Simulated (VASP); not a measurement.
BeTe, 2 atoms in the cell. The structure is cubic, space group F-43m (No. 216). Conventional cell: a = 5.727 Å, b = 5.727 Å, c = 5.727 Å, α = 90.00°, β = 90.00°, γ = 90.00°. Within 3.3 Å of Be (site symmetry -43m) lie 4 Te at 2.48 Å. Te (site symmetry -43m) has 4 Be at 2.48 Å within 3.3 Å. 

- Program: VASP 6.6.1
- Task: phonons
- Functional: r2SCAN
- Potentials or basis: VASP PAW PBE potentials, release 64 (Be, Te)
- Cutoff: 520 eV
- k mesh: 8 × 8 × 8
- Occupations: gaussian, width 0.01 eV
- Spin: no spin polarisation
- Dipole correction: no
- Further INCAR settings: ALGO = Normal; EDIFF = 1e-08; NBANDS = 11; IBRION = 6; POTIM = 0.015; NSW = 1

Potentials or basis: VASP PAW PBE potentials, release 64 (Be, Te).

Launch:

```sh
$ cat potpaw_PBE.64/Be/POTCAR potpaw_PBE.64/Te/POTCAR > POTCAR
$ mpirun -np 1 vasp_std > vasp.out
```

Hardware: 1 thread of Intel(R) Xeon(R) Platinum 8375C CPU @ 2.90GHz (Ice Lake), on a shared host.

**Question.** How long does it take, and how much memory?

**Answer.** It took 7.5 min on 1 thread of Intel(R) Xeon(R) Platinum 8375C CPU @ 2.90GHz (Ice Lake) (shared host), peak memory 0.24 GiB. Counts: scf iterations 62, k points 29.
